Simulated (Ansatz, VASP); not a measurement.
P: VASP beside Ansatz

```
P
1.0
     3.46720    0.00000    0.00000
     0.00000   36.81613    0.00000
     0.00000    0.00000    3.98132
P
4
Direct
  0.00000 0.96969 0.58262
  0.00000 0.03031 0.41738
  0.50000 0.03031 0.08262
  0.50000 0.96969 0.91738
```

Alike in both runs: task single point; functional PBEsol; k mesh 10 × 1 × 8; occupations gaussian, width 0.05 eV; no spin polarisation.

```csv
,VASP,Ansatz
version,VASP 6.6.1,Ansatz 0.2.0
potentials or method,"VASP PAW PBE potentials, release 64 (P), cutoff 520 eV","scalar-relativistic, plane waves, PAW"
valence electrons in the cell,20,20
```

Ansatz gave:

* gap on the k mesh at the Fermi level (eV): none
* rms of the force components (eV/Å): 0.741

Task: Estimate VASP's values.

Result: gap on the k mesh at the Fermi level (eV): none; rms of the force components (eV/Å): 0.736.

VASP's potentials were made for PBE, not for PBEsol. Atom by atom the forces differ by 0.010 eV/Å (rms over components). A gap of «none» marks a metal or a gap that the smearing closes. The functional is the same, so the differences come from potentials, cutoffs and numerics.
